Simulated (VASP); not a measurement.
ZnCd2O3:

```
CELL_PARAMETERS angstrom
3.25862 0.00000 0.00000
-1.62931 2.82205 0.00000
0.00000 0.00000 8.06699
ATOMIC_POSITIONS crystal
Zn 0.00000 0.00000 0.00000
Cd 0.33333 0.66667 0.67626
Cd 0.66667 0.33333 0.32374
O 0.66667 0.33333 0.85570
O 0.00000 0.00000 0.50000
O 0.33333 0.66667 0.14430
```

Base run:

* Program: VASP 6.6.1
* Functional: PBE
* Potentials or basis: VASP PAW PBE potentials, release 64 (Zn, Cd, O)
* Cutoff: 520 eV
* k mesh: 12 × 12 × 6
* Occupations: gaussian, width 0.1 eV
* Spin: no spin polarisation

Its results: band gap on the k mesh zero (bands 27 and 28 overlap by 0.27 eV); pressure 1.2 GPa; largest force 0.045 eV/Å.

The run is repeated on the same cell with these changes: functional from PBE to LDA; potentials or basis from VASP PAW PBE potentials, release 64 (Zn, Cd, O) to VASP PAW LDA potentials, release 64 (Zn, Cd, O). What comes out?

Band gap on the k mesh zero (bands 27 and 28 overlap by 0.31 eV); pressure -10.7 GPa; largest force 0.035 eV/Å.

Caveats: semilocal functionals underestimate gaps, so a narrow gap can read as zero; the cell stands under tension (at least some runs).
